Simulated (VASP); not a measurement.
SnSe2: single point with PBE

The system is SnSe2.

```
Sn Se
1.0
     3.87175    0.00000    0.00000
    -1.93587    3.35303    0.00000
     0.00000    0.00000    6.98802
Sn Se
1 2
Direct
  0.00000 0.00000 0.00000
  0.33030 0.66060 0.22607
  0.66363 0.32726 0.76977
```

This cell differs from its parent crystal: all Se atoms moved +0.025 Å, as atom 2 towards its neighbour atom 1 (Sn) at 2.746 Å.

| Item | Value |
| --- | --- |
| Program | VASP 6.6.1 |
| Task | single point |
| Functional | PBE |
| Potentials or basis | VASP PAW PBE potentials, release 64 (Sn_d, Se) |
| Cutoff | 520 eV |
| k mesh | 12 × 12 × 4 |
| Occupations | gaussian, width 0.05 eV |
| Spin | no spin polarisation |

```
Pressure               : 0.1 GPa
Largest force          : 0.233 eV/Å
Band gap on the k mesh : 0.69 eV (least direct gap 1.08 eV)
```

Forces in eV/Å, atoms in the order of the input:
```
Sn   0.000 -0.096 -0.213
Se   0.000  0.052  0.125
Se   0.000  0.044  0.088
```

Levels at points of the mesh, in eV from the valence-band top:
| k point | band 9 | band 10 | band 11 | band 12 | band 13 | band 14 | band 15 | band 16 | band 17 | band 18 |
| --- | --- | --- | --- | --- | --- | --- | --- | --- | --- | --- |
| (0.00, 0.00, 0.00) | -0.52 | -0.49 | -0.47 | -0.12 | -0.10 | 1.09 | 3.08 | 4.58 | 4.58 | 7.19 |
| (0.50, 0.00, 0.00) | -4.17 | -2.39 | -2.19 | -0.79 | -0.28 | 0.92 | 3.89 | 5.55 | 5.69 | 6.22 |
| (0.00, 0.50, 0.00) | -4.16 | -2.39 | -2.19 | -0.79 | -0.28 | 0.93 | 3.89 | 5.56 | 5.68 | 6.22 |
| (0.00, 0.00, 0.50) | -1.51 | -0.51 | -0.50 | -0.08 | -0.07 | 1.98 | 3.00 | 4.51 | 4.51 | 7.72 |
| (0.50, 0.00, 0.50) | -4.30 | -2.15 | -2.05 | -0.63 | -0.38 | 0.69 | 4.20 | 4.91 | 5.72 | 5.87 |
| (0.00, 0.50, 0.50) | -4.30 | -2.15 | -2.05 | -0.63 | -0.38 | 0.70 | 4.20 | 4.91 | 5.74 | 5.85 |

Run time: 2.8 min on 1 thread of Intel(R) Xeon(R) 6975P-C (Granite Rapids), on a shared host, peak memory 0.42 GiB.

Caveat: the cell differs from its parent crystal (all Se atoms moved +0.025 Å, as atom 2 towards its neighbour atom 1 (Sn) at 2.746 Å); semilocal functionals underestimate gaps, and a narrow one can read as zero; spin-orbit coupling is left out, which moves the levels of the heavy elements; this functional lacks dispersion, which binds layers or chains, so the pressure and a relaxed spacing across them are unreliable. A k mesh can miss the band edges.
